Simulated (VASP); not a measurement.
Crystal: Fe.

```
CELL_PARAMETERS angstrom
-1.43152 1.43152 1.43152
1.43152 -1.43152 1.43152
1.43152 1.43152 -1.43152
ATOMIC_POSITIONS crystal
Fe 0.00000 0.00000 0.00000
```

```yaml
Program: VASP 6.6.1
Task: relaxation of cell and atoms
Functional: PBE
Potentials_or_basis: VASP PAW PBE potentials, release 64 (Fe)
Cutoff: 600 eV
k_mesh: 20 × 20 × 20
Occupations: gaussian, width 0.1 eV
Spin: collinear spin, ferromagnetic start
Starting_moments: "[2.65] μB"
```

At the start: pressure -5.8 GPa; volume 11.73 Å³/atom.

Problem. How do energy, volume and symmetry change on relaxing?

Solution. Over 3 steps the energy falls by 7.0 meV/atom and the volume is 11.35 Å³/atom (-3.3 %); space group Im-3m (No. 229, to 0.1 Å) before and after; moment 2.20 μB per cell.

The path:
```tsv
step	energy change (eV)	largest force (eV/Å)	pressure (GPa)	volume (Å³)
1	0.0000	0.0000	-5.79	11.73
2	-0.0018	0.0000	5.37	11.03
3	-0.0070	0.0000	0.05	11.35
```

Final structure:
```yaml
crystal:
  lattice:
    - [-1.41580, 1.41580, 1.41580]
    - [1.41580, -1.41580, 1.41580]
    - [1.41580, 1.41580, -1.41580]
  atoms:
    - { symbol: Fe, position: [0.00000, 0.00000, 0.00000] }
```
